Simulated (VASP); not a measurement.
**Te2Mo: single point with LDA**

Te2Mo, a slab with vacuum:

```
Te Mo
1.0
     3.56023    0.00000    0.00000
    -1.78011    3.08325    0.00000
     0.00000    0.00000   17.52406
Te Mo
2 1
Direct
  0.33333 0.66667 0.89786
  0.33333 0.66667 0.10214
  0.00000 0.00000 0.00000
```

```
Program                : VASP 6.6.1
Task                   : single point
Functional             : LDA
Potentials or basis    : VASP PAW LDA potentials, release 64 (Te, Mo_sv)
Cutoff                 : 500 eV
k mesh                 : 9 × 9 × 2
Occupations            : methfessel-paxton, width 0.05 eV
Spin                   : no spin polarisation
Dipole correction      : no
Further INCAR settings : ALGO = Normal; EDIFF = 1e-06; NBANDS = 20
```

The largest force is 0.369 eV/Å and the band gap on the k mesh is 1.04 eV.

Forces on the atoms (eV/Å):
```
Te   0.000  0.000  0.369
Te   0.000  0.000 -0.369
Mo   0.000  0.000  0.000
```

Levels at points of the mesh, in eV from the valence-band top:
| k point | band 10 | band 11 | band 12 | band 13 | band 14 | band 15 | band 16 | band 17 |
| --- | --- | --- | --- | --- | --- | --- | --- | --- |
| (0.00, 0.00, 0.00) | -1.60 | -0.89 | -0.89 | -0.37 | 3.06 | 3.06 | 3.36 | 3.36 |
| (0.00, 0.00, 0.50) | -1.60 | -0.89 | -0.89 | -0.37 | 3.06 | 3.06 | 3.36 | 3.36 |

Run time: 74 s on 1 thread of AMD EPYC 9R45 96-Core Processor (Zen 5) (shared host), peak memory 0.25 GiB.

Caveat: spin-orbit coupling is left out, which moves the levels of the heavy elements.
